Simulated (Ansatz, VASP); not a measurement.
**One calculation of Al3SiNO, two programs**

```
Al Si N O
1.0
     4.86560    0.00000   -2.20307
     0.00000    2.80991    0.00000
    -4.85038    0.00000    8.70537
Al Si N O
3 1 1 1
Direct
  0.54230 0.00000 0.88959
  0.45770 0.00000 0.11041
  0.50000 0.50000 0.50000
  0.00000 0.50000 0.50000
  0.50000 0.50000 0.00000
  0.00000 0.00000 0.00000
```

Change from the starting cell: species swapped into the DyGaFeCo3 type (P2/m, No. 10).

Alike in both runs: functional PBE; k mesh 4 × 6 × 4; occupations gaussian, width 0.1 eV; no spin polarisation.

Ansatz relaxed the structure, and its values are those at the end. VASP's run is a single point on that final structure, the one shown.

|  | VASP | Ansatz |
| --- | --- | --- |
| version | VASP 6.6.1 | Ansatz 0.2.0 |
| potentials or method | VASP PAW PBE potentials, release 64 (Al, Si, N, O), cutoff 520 eV | scalar-relativistic, plane waves, PAW |
| valence electrons in the cell | 24 | 24 |

|  | VASP | Ansatz | Ansatz less VASP |
| --- | --- | --- | --- |
| gap on the k mesh at the Fermi level (eV) | none | none | - |
| pressure (GPa) | -0.1 | 0.0 | +0.06 |
| rms of the force components (eV/Å) | 0.010 | 0.003 | -0.0066 |

A gap of «none» marks a metal or a gap that the smearing closes.

The k mesh is coarse, so the values compare programs but aren't converged.
